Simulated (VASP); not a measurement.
Input of a VASP 6.6.1 run:

File INCAR:

```
  PREC = Accurate
  ENCUT = 500
  EDIFF = 1E-7
  ISMEAR = 0
  SIGMA = 0.1
  LREAL = False
  LASPH = True
  NELM = 120
  ALGO = Normal
  ISIF = 3
  LWAVE = False
  LCHARG = False
  GGA = PE
  IBRION = 2
  NSW = 90
  EDIFFG = -0.04
  GGA_COMPAT = False
  NELMIN = 4
```

Contents of KPOINTS:

```
regular mesh
0
Gamma
  6 6 6
```

The input POSCAR:

```
Si
1.0
    4.4266578200      0.0000000000      0.0000000000
   -2.2133289100      3.8335981200      0.0000000000
    0.0000000000      0.0000000000      3.1510007500
Si
4
Direct
    0.3910792900      0.0000000000      0.0000000000
    0.0000000000      0.3910792900      0.0000000000
    0.6089207100      0.6089207100      0.0000000000
    0.0000000000      0.0000000000      0.5000000000
```

Potentials or basis: VASP PAW PBE potentials, release 64 (Si).

Run with:

```console
$ cat potpaw_PBE.64/Si/POTCAR > POTCAR
$ mpirun -np 1 vasp_std > vasp.out
```

Q: Estimate the space group after relaxing (to 0.1 Å).

A: P-62m (No. 189).

Q: What does it give for the band gap on the k mesh?

A: Zero (bands 8 and 9 overlap by 3.48 eV).

Q: Predict the relaxed cell.

A: a = 4.770 Å, b = 4.770 Å, c = 3.483 Å, α = 90.00°, β = 90.00°, γ = 120.00°.

Q: Predict the relaxed volume.

A: 17.16 Å³/atom.

Step by step:
| step | energy change (eV) | largest force (eV/Å) | pressure (GPa) | volume (Å³) |
| --- | --- | --- | --- | --- |
| 1 | 0.0000 | 0.1047 | 31.52 | 53.47 |
| 2 | -0.8419 | 0.5639 | -8.57 | 76.50 |
| 3 | -1.1330 | 0.4287 | 0.08 | 67.12 |
| 4 | -1.1568 | 0.3449 | 0.11 | 67.38 |
| 5 | -1.1957 | 0.0993 | 0.18 | 68.10 |
| 6 | -1.1350 | 0.6490 | 0.88 | 69.51 |
| 7 | -1.2016 | 0.0065 | 0.23 | 68.37 |
| 8 | -1.2021 | 0.0698 | 0.26 | 68.51 |
| 9 | -1.2059 | 0.0426 | -0.31 | 69.11 |
| 10 | -1.2063 | 0.0484 | -0.18 | 68.96 |
| 11 | -1.2068 | 0.0255 | 0.16 | 68.64 |

Caveat: the volume moved by over 15 % at a fixed basis, so the end points are rough.
